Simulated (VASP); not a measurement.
# HfB2 (Fd-3m) in VASP: single point with PBE

Aim: the single point of HfB2 with PBE.

All numbers are computed with VASP 6.6.1; they aren't measurements. Logs are shortened: lines on timing, memory, paths and dates and some standing lists are left out, and cuts for length are marked.

**1. The cell of the first run**

Symmetry: Fd-3m, No. 227, cubic system. Conventional cell: a = 10.623 Å, b = 10.623 Å, c = 10.623 Å, α = 90.00°, β = 90.00°, γ = 90.00°. Hf (site symmetry -43m) has 4 B at 2.30 Å within 3.0 Å. B (site symmetry -3m) has 2 Hf at 2.30 Å within 3.0 Å.

**2. Single point, PBE**

File POSCAR:

```
HfB2
1.0
    0.0000000000      5.3112759321      5.3112759321
    5.3112759321      0.0000000000      5.3112759321
    5.3112759321      5.3112759321      0.0000000000
Hf B
2 4
Direct
    0.5000000000      0.5000000000      0.5000000000
    0.7500000000      0.7500000000      0.7500000000
    0.6250000000      0.6250000000      0.6250000000
    0.6250000000      0.6250000000      0.1250000000
    0.6250000000      0.1250000000      0.6250000000
    0.1250000000      0.6250000000      0.6250000000
```

File INCAR.step1:

```
SYSTEM = HfB2
PREC = Accurate ; ENCUT = 520
EDIFF = 1E-6 ; ISMEAR = 0
SIGMA = 0.1 ; LREAL = .FALSE.
LASPH = .TRUE. ; NELM = 100
ALGO = Normal ; ISIF = 2
LWAVE = .FALSE. ; LCHARG = .TRUE.
LMAXMIX = 4 ; GGA = PE
NBANDS = 25
```

File KPOINTS.step1:

```
Automatic mesh
0
G
  6 6 6
  0 0 0
```

File INCAR.step2:

```
SYSTEM = HfB2
PREC = Accurate ; ENCUT = 520
EDIFF = 1E-6 ; ISMEAR = -5
SIGMA = 0.1 ; LREAL = .FALSE.
LASPH = .TRUE. ; NELM = 100
ALGO = Normal ; ISIF = 2
LWAVE = .FALSE. ; LCHARG = .FALSE.
LMAXMIX = 4 ; GGA = PE
LORBIT = 11 ; NEDOS = 1001
ICHARG = 11
```

File KPOINTS.step2:

```
Automatic mesh
0
G
  9 9 9
  0 0 0
```

Potentials or basis: VASP PAW PBE potentials, release 64 (Hf_pv, B).

The run is started by

```
> cat potpaw_PBE.64/Hf_pv/POTCAR potpaw_PBE.64/B/POTCAR > POTCAR
> cp INCAR.step1 INCAR
> cp KPOINTS.step1 KPOINTS
> mpirun -np 1 vasp_std > vasp.out
> cp INCAR.step2 INCAR
> cp KPOINTS.step2 KPOINTS
> mpirun -np 1 vasp_std > vasp.out
```

OUTCAR:

```text
SYSTEM = HfB2
   PREC = Accurate
   ENCUT = 520
   EDIFF = 1E-6
   ISMEAR = -5
   LREAL = .FALSE.
   LASPH = .TRUE.
   NELM = 100
   ISIF = 2
   GGA = PE
   LORBIT = 11
   ICHARG = 11

 ion  position               nearest neighbor table
   1  0.500  0.500  0.500-   3 2.30   4 2.30   5 2.30   6 2.30
   2  0.750  0.750  0.750-   3 2.30   4 2.30   5 2.30   6 2.30
   3  0.625  0.625  0.625-   1 2.30   2 2.30
   4  0.625  0.625  0.125-   1 2.30   2 2.30
   5  0.625  0.125  0.625-   1 2.30   2 2.30
   6  0.125  0.625  0.625-   1 2.30   2 2.30

  LATTYP: Found a face centered cubic cell.
 ALAT       =    10.6225518642

  Lattice vectors:

 A1 = (   0.0000000000,   5.3112759321,   5.3112759321)
 A2 = (   5.3112759321,   0.0000000000,   5.3112759321)
 A3 = (   5.3112759321,   5.3112759321,   0.0000000000)

Analysis of symmetry for initial positions (statically):
=====================================================================
 Subroutine PRICEL returns:
 Original cell was already a primitive cell.

 Routine SETGRP: Setting up the symmetry group for a
 face centered cubic supercell.

 Subroutine GETGRP returns: Found 48 space group operations
 (whereof 24 operations were pure point group operations)
 out of a pool of 48 trial point group operations.

The static configuration has the point symmetry T_d .
 The point group associated with its full space group is O_h .

Analysis of symmetry for dynamics (positions and initial velocities):
=====================================================================
 Subroutine PRICEL returns:
 Original cell was already a primitive cell.

 Routine SETGRP: Setting up the symmetry group for a
 face centered cubic supercell.

 Subroutine GETGRP returns: Found 48 space group operations
 (whereof 24 operations were pure point group operations)
 out of a pool of 48 trial point group operations.

The dynamic configuration has the point symmetry T_d .
 The point group associated with its full space group is O_h .

 Subroutine INISYM returns: Found 48 space group operations
 (whereof 24 operations are pure point group operations),
 and found     1 'primitive' translations

----------------------------------------------------------------------------------------

                                     Primitive cell

  volume of cell :     299.6585

  direct lattice vectors                    reciprocal lattice vectors
     0.000000000  5.311275932  5.311275932    -0.094139338  0.094139338  0.094139338
     5.311275932  0.000000000  5.311275932     0.094139338 -0.094139338  0.094139338
     5.311275932  5.311275932  0.000000000     0.094139338  0.094139338 -0.094139338

  length of vectors
     7.511278457  7.511278457  7.511278457     0.163054116  0.163054116  0.163054116

  position of ions in fractional coordinates (direct lattice)
     0.500000000  0.500000000  0.500000000
     0.750000000  0.750000000  0.750000000
     0.625000000  0.625000000  0.625000000
     0.625000000  0.625000000  0.125000000
     0.625000000  0.125000000  0.625000000
     0.125000000  0.625000000  0.625000000

  ion indices of the primitive-cell ions
   primitive index   ion index
                 1           1
                 2           2
                 3           3
                 4           4
                 5           5
                 6           6

----------------------------------------------------------------------------------------

 KPOINTS: Automatic mesh

Automatic generation of k-mesh.
 Grid dimensions read from file:
 generate k-points for:    9    9    9

 Generating k-lattice:

  Cartesian coordinates                     Fractional coordinates (reciprocal lattice)
    -0.010459926  0.010459926  0.010459926     0.111111111  0.000000000  0.000000000
     0.010459926 -0.010459926  0.010459926     0.000000000  0.111111111  0.000000000
     0.010459926  0.010459926 -0.010459926     0.000000000  0.000000000  0.111111111

  Length of vectors
     0.018117124  0.018117124  0.018117124

  Shift w.r.t. Gamma in fractional coordinates (k-lattice)
     0.000000000  0.000000000  0.000000000

 TETIRR: Found    115 inequivalent tetrahedra from     4374

 Subroutine IBZKPT returns following result:
 ===========================================

 Found     35 irreducible k-points:

 Following reciprocal coordinates:
            Coordinates               Weight
  0.000000  0.000000  0.000000      1.000000
  0.111111  0.000000  0.000000      8.000000
  0.222222  0.000000  0.000000      8.000000
  0.333333  0.000000  0.000000      8.000000
  0.444444  0.000000  0.000000      8.000000
  0.111111  0.111111  0.000000      6.000000
[... 16 lines left out ...]
 -0.333333  0.333333  0.000000     12.000000
  0.444444  0.444444  0.000000      6.000000
 [... further k-points ...]
   k-points           NKPTS =     35   k-points in BZ     NKDIM =     35   number of bands    NBANDS=     20
   number of dos      NEDOS =   1001   number of ions     NIONS =      6
   total plane-waves  NPLWV = 175616
   dimension x,y,z NGX =    56 NGY =   56 NGZ =   56
   dimension x,y,z NGXF=   112 NGYF=  112 NGZF=  112
   ions per type =               2   4
   NGX,Y,Z   is equivalent  to a cutoff of  12.39, 12.39, 12.39 a.u.
   NGXF,Y,Z  is equivalent  to a cutoff of  24.79, 24.79, 24.79 a.u.
 SYSTEM =  HfB2
   PREC   = accura    normal or accurate (medium, high low for compatibility)
   ISTART =      0    job   : 0-new  1-cont  2-samecut
   ICHARG =     11    charge: 1-file 2-atom 10-const
   ISPIN  =      1    spin polarized calculation?
   LNONCOLLINEAR =      F non collinear calculations
   LSORBIT =      F    spin-orbit coupling
   LASPH  =      T    aspherical Exc in radial PAW
   ENCUT  =  520.0 eV  38.22 Ry    6.18 a.u.  13.97 13.97 13.97*2*pi/ulx,y,z
   NELM   =    100;   NELMIN=  2; NELMDL=  0     # of ELM steps
   EDIFF  = 0.1E-05   stopping-criterion for ELM
   LREAL  =      F    real-space projection
   EDIFFG = 0.1E-04   stopping-criterion for IOM
   NSW    =      0    number of steps for IOM
   IBRION =     -1    ionic relax: 0-MD 1-quasi-New 2-CG
   NFREE  =      0    steps in history (QN), initial steepest desc. (CG)
   ISIF   =      2    stress and relaxation
   ISYM   =      2    0-nonsym 1-usesym 2-fastsym
   POTIM  = 0.5000    time-step for ionic-motion
   TEBEG  =    0.0;   TEEND  =   0.0 temperature during run
   PSTRESS=    0.0 pullay stress
   NELECT =      32.0000    total number of electrons
   NUPDOWN=      -1.0000    fix difference up-down
   EMIN   =  10.00;   EMAX   =-10.00  energy-range for DOS
   EFERMI =   0.00;   METHOD = LEGACY
   ISMEAR =    -5;   SIGMA  =   0.10  broadening in eV -4-tet -1-fermi 0-gaus
   EFERMI_NEDOS =   21; number of points for ismear=-14 and -15
   IALGO  =     38    algorithm
   IMIX   =      4    mixing-type and parameters
     AMIX     =   0.40;   BMIX     =  1.00
     AMIX_MAG =   1.60;   BMIX_MAG =  1.00
  volume/ion in A,a.u.               =      49.94       337.03
  Fermi-wavevector in a.u.,A,eV,Ry     =   0.776693  1.467737  8.207738  0.603252
  Thomas-Fermi vector in A             =   1.879224
   LORBIT       =     11    0 simple, 1 ext, 2 COOP (PROOUT), +10 PAW based schemes
   GGA     = PE    functional components
   LHFCALC =     F    Hartree Fock is set to
   AEXX    =    0.0000 exact exchange contribution
   IVDW    =     0    specifies the selected vdW correction
   LEPSILON=     F    determine dielectric tensor
   LRPA    =     F    only Hartree local field effects (RPA)
 non-spin polarized calculation
 Fermi weights with tetrahedron method with Bloechl corrections
  energy-cutoff  :      520.00
  volume of cell :      299.66
 maximum number of plane-waves:      8100

 number of electron      32.0000001 magnetization

 Free energy of the ion-electron system (eV)
  ---------------------------------------------------
  ext. energy  EPLUGINS =         0.00000000
  ---------------------------------------------------
  free energy    TOTEN  =       -30.21870149 eV

  energy without entropy =      -30.21870149  energy(sigma->0) =      -30.21870149

 E-fermi :  -2.4563     XC(G=0):  -5.1365

 val. band max:       -2.4557196908   @ k =   0.4444   0.1111   0.0000
 cond. band min:      -2.4584280735   @ k =   0.4444   0.3333   0.1111
 fundamental gap:     -0.0027083826
 Fermi energy:        -2.4563013398

 k-point     1 :       0.0000    0.0000    0.0000
  band No.  band energies     occupation
      1     -31.9459      2.00000
      2     -31.9459      2.00000
      3     -31.9459      2.00000
      4     -31.9452      2.00000
      5     -31.9452      2.00000
      6     -31.9452      2.00000
[... 12 lines left out ...]
     19      -1.8882      0.00000
     20       0.1748      0.00000

 k-point     2 :       0.1111    0.0000    0.0000
  band No.  band energies     occupation
      1     -31.9460      2.00000
      2     -31.9460      2.00000
      3     -31.9460      2.00000
      4     -31.9451      2.00000
      5     -31.9451      2.00000
      6     -31.9451      2.00000
[... 12 lines left out ...]
     19      -1.8944      0.00000
     20      -0.1827      0.00000

 k-point     3 :       0.2222    0.0000    0.0000
  band No.  band energies     occupation
      1     -31.9463      2.00000
      2     -31.9461      2.00000
      3     -31.9461      2.00000
      4     -31.9450      2.00000
      5     -31.9450      2.00000
      6     -31.9448      2.00000
[... 12 lines left out ...]
     19      -1.9177      0.00000
     20      -0.6070      0.00000

 k-point     4 :       0.3333    0.0000    0.0000
  band No.  band energies     occupation
      1     -31.9465      2.00000
      2     -31.9463      2.00000
      3     -31.9463      2.00000
      4     -31.9448      2.00000
      5     -31.9448      2.00000
      6     -31.9446      2.00000
[... 12 lines left out ...]
     19      -1.9713      0.00000
     20      -0.9393      0.00000

 k-point     5 :       0.4444    0.0000    0.0000
  band No.  band energies     occupation
      1     -31.9466      2.00000
      2     -31.9463      2.00000
      3     -31.9463      2.00000
      4     -31.9448      2.00000
      5     -31.9448      2.00000
      6     -31.9445      2.00000
[... 12 lines left out ...]
     19      -2.0504      0.00000
     20      -1.1210      0.00000
[... 353 lines left out ...]
      6     -31.9443      2.00000
[... 12 lines left out ...]
     19      -2.0072      0.00000
     20      -1.5870      0.00000

 k-point    22 :      -0.4444    0.3333    0.0000
  band No.  band energies     occupation
      1     -31.9469      2.00000
      2     -31.9467      2.00000
      3     -31.9458      2.00000
      4     -31.9453      2.00000
      5     -31.9444      2.00000
      6     -31.9443      2.00000
[... 12 lines left out ...]
     19      -1.9206      0.00000
     20      -1.5535      0.00000

 k-point    23 :      -0.3333    0.3333    0.0000
  band No.  band energies     occupation
      1     -31.9469      2.00000
      2     -31.9466      2.00000
      3     -31.9459      2.00000
      4     -31.9452      2.00000
      5     -31.9445      2.00000
      6     -31.9442      2.00000
[... 12 lines left out ...]
     19      -1.7420      0.00000
     20      -1.4817      0.00000

 k-point    24 :       0.4444    0.4444    0.0000
  band No.  band energies     occupation
      1     -31.9468      2.00000
      2     -31.9468      2.00000
      3     -31.9456      2.00000
      4     -31.9455      2.00000
      5     -31.9443      2.00000
      6     -31.9443      2.00000
[... 12 lines left out ...]
     19      -2.0720      0.00000
     20      -1.8580      0.00000

 [... further k-points ...]

------------------------ aborting loop because EDIFF is reached ----------------------------------------

  FORCE on cell =-STRESS in cart. coord.  units (eV):
  Direction    XX          YY          ZZ          XY          YZ          ZX
  --------------------------------------------------------------------------------------
  -------------------------------------------------------------------------------------
  Total        0.2253163      0.2253163      0.2253163     -0.0000000     -0.0000000      0.0000000
  in kB        1.2046935      1.2046935      1.2046935     -0.0000000     -0.0000000      0.0000000
  external PRESSURE =       1.2046935 kB  Pullay stress =       0.0000000 kB

 VOLUME and BASIS-vectors are now :
 -----------------------------------------------------------------------------
  energy-cutoff  :      520.00
  volume of cell :      299.66
      direct lattice vectors                 reciprocal lattice vectors
     0.000000000  5.311275932  5.311275932    -0.094139338  0.094139338  0.094139338
     5.311275932  0.000000000  5.311275932     0.094139338 -0.094139338  0.094139338
     5.311275932  5.311275932  0.000000000     0.094139338  0.094139338 -0.094139338

 POSITION                                       TOTAL-FORCE (eV/Angst)
 -----------------------------------------------------------------------------------
      5.31128      5.31128      5.31128         0.000000      0.000000      0.000000
      7.96691      7.96691      7.96691        -0.000000      0.000000     -0.000000
      6.63909      6.63909      6.63909        -0.000000     -0.000000      0.000000
      3.98346      3.98346      6.63909        -0.000000     -0.000000      0.000000
      3.98346      6.63909      3.98346        -0.000000     -0.000000      0.000000
      6.63909      3.98346      3.98346        -0.000000     -0.000000      0.000000
 -----------------------------------------------------------------------------------
    total drift:                               -0.000000      0.000000      0.000000

  FREE ENERGIE OF THE ION-ELECTRON SYSTEM (eV)
  ---------------------------------------------------
  free  energy   TOTEN  =       -30.2187014880 eV

  energy  without entropy=      -30.2187014880  energy(sigma->0) =      -30.21870149

 total charge

# of ion       s       p       d       tot
------------------------------------------
    1        0.426   6.273   1.739   8.438
    2        0.426   6.273   1.739   8.438
    3        0.843   0.782   0.000   1.625
    4        0.843   0.782   0.000   1.625
    5        0.843   0.782   0.000   1.625
    6        0.843   0.782   0.000   1.625
--------------------------------------------------
tot          4.224  15.673   3.478  23.375
```

It took 7.4 min on 1 thread of Intel Xeon 8259CL, shared host; peak memory 0.51 GiB.

Results:

```
Valence electrons inside the program's atomic spheres : Hf 8.44; B 1.62
```

Caveat: spin-orbit coupling is left out, which moves the levels of the heavy elements.
